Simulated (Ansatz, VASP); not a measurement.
AlGaN2 in VASP and in Ansatz

```
Al Ga N
1.0
     3.13853    0.00000    0.00000
     0.00000    3.13853    0.00000
     0.00000    0.00000    4.68770
Al Ga N
1 1 2
Direct
  0.50000 0.50000 0.50000
  0.00000 0.00000 0.00000
  0.50000 0.00000 0.73984
  0.00000 0.50000 0.26016
```

Change from the starting cell: strain along c alone, the other axes held, atoms relaxed: +6.0 %.

Alike in both runs: functional r2SCAN; k mesh 8 × 8 × 6; occupations gaussian, width 0.02 eV; no spin polarisation.

Ansatz relaxed the structure, and its values are those at the end. VASP's run is a single point on that final structure, the one shown.

|  | VASP | Ansatz |
| --- | --- | --- |
| version | VASP 6.6.1 | Ansatz 0.2.0 |
| potentials or method | VASP PAW PBE potentials, release 64 (Al, Ga_d, N), cutoff 520 eV | scalar-relativistic, plane waves, PAW |
| valence electrons in the cell | 26 | 26 |

Ansatz gave:

```
gap on the k mesh at the Fermi level (eV) : 2.82
least direct gap on the mesh (eV)         : 2.82
pressure (GPa)                            : -10.7
rms of the force components (eV/Å)        : 0.000
```

**Question.** Which values does VASP return?

**Answer.** gap on the k mesh at the Fermi level (eV): 2.83; least direct gap on the mesh (eV): 2.83; pressure (GPa): -10.4; rms of the force components (eV/Å): 0.035.

VASP's potentials were made for PBE, not for r2SCAN. Ansatz's warnings: stress scf threshold loose.
